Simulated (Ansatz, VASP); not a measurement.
**InAs: VASP beside Ansatz**

The input INCAR:

```
PREC = Accurate ; ENCUT = 520
EDIFF = 1E-6 ; ISMEAR = 0
SIGMA = 0.15 ; LREAL = F
LASPH = T ; NELM = 60
ALGO = Normal ; ISIF = 2
LWAVE = F ; LCHARG = T
GGA = PE ; LELF = T
LVHAR = T ; NBANDS = 16
```

KPOINTS

```
Automatic mesh
0
Gamma
  16 16 16
```

File POSCAR:

```
InAs
1.0
    0.0000000000      3.0005782682      3.0933796579
    3.0005782682      0.0000000000      3.0933796579
    3.0005782682      3.0005782682      0.0000000000
In As
1 1
Direct
    0.0000000000      0.0000000000      0.0000000000
    0.7500000000      0.7500000000      0.7500000000
```

Input for Ansatz:

```yaml
crystal:
  lattice:
    - [0.0, 3.0005782682, 3.0933796579]
    - [3.0005782682, 0.0, 3.0933796579]
    - [3.0005782682, 3.0005782682, 0.0]
  atoms:
    - { symbol: In, position: [0.0, 0.0, 0.0] }
    - { symbol: As, position: [0.75, 0.75, 0.75] }
basis:
  ecutwfc: 420
kpoints:
  mp_grid: { grid: [16, 16, 16] }
hamiltonian:
  xc: pbe
scf:
  occupations: { method: gaussian, width: 0.15 }
output:
  forces: true
  stress: true
  eigenvalues: true
```

Change from the starting cell: strain -0.030 along x and y, +0.000 along z, atoms carried along.

Alike in both runs: task single point; functional PBE; k mesh 16 × 16 × 16; occupations gaussian, width 0.15 eV; no spin polarisation.

|  | VASP | Ansatz |
| --- | --- | --- |
| version | VASP 6.6.1 | Ansatz 0.2.0 |
| potentials or method | VASP PAW PBE potentials, release 64 (In_d, As), cutoff 520 eV | scalar-relativistic, plane waves, PAW |
| valence electrons in the cell | 18 | 28 |

```tsv
	VASP	Ansatz	Ansatz less VASP
gap on the k mesh at the Fermi level (eV)	none	none	-
pressure (GPa)	3.4	3.4	-0.06
traceless stress, the component that is largest in VASP (GPa)	-0.70	-0.70	-0.001
```

A gap of «none» marks a metal or a gap that the smearing closes. VASP's potentials hold 18 valence electrons a cell and Ansatz's 28, so a difference there can come from the potentials and not from the codes.
